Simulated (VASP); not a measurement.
Input of a VASP 6.6.1 run:

Contents of INCAR:

```
SYSTEM = SnTe
PREC = Accurate
ENCUT = 520
EDIFF = 1E-6
ISMEAR = -1
SIGMA = 0.08
LREAL = .FALSE.
LASPH = .TRUE.
NELM = 80
ALGO = Normal
ISIF = 2
LWAVE = .FALSE.
LCHARG = .FALSE.
GGA = PS
NBANDS = 17
```

Contents of KPOINTS:

```
Automatic mesh
0
G
  11 11 11
  0 0 0
```

Contents of POSCAR:

```
SnTe
1.0
    0.0000000000      2.9180180670      2.9180180670
    2.9180180670      0.0000000000      2.9180180670
    2.9180180670      2.9180180670      0.0000000000
Sn Te
1 1
Direct
    0.0000000000      0.0000000000      0.0000000000
    0.5000000000      0.5000000000      0.5000000000
```

Potentials or basis: VASP PAW PBE potentials, release 64 (Sn_d, Te).

Command:

```sh
$ cat potpaw_PBE.64/Sn_d/POTCAR potpaw_PBE.64/Te/POTCAR > POTCAR
$ mpirun -np 1 vasp_std > vasp.out
```

Task: What does it give for the pressure?

Result: 17.2 GPa.

Caveat: the PAW data sets were made with another functional, which shifts forces and pressure a little.
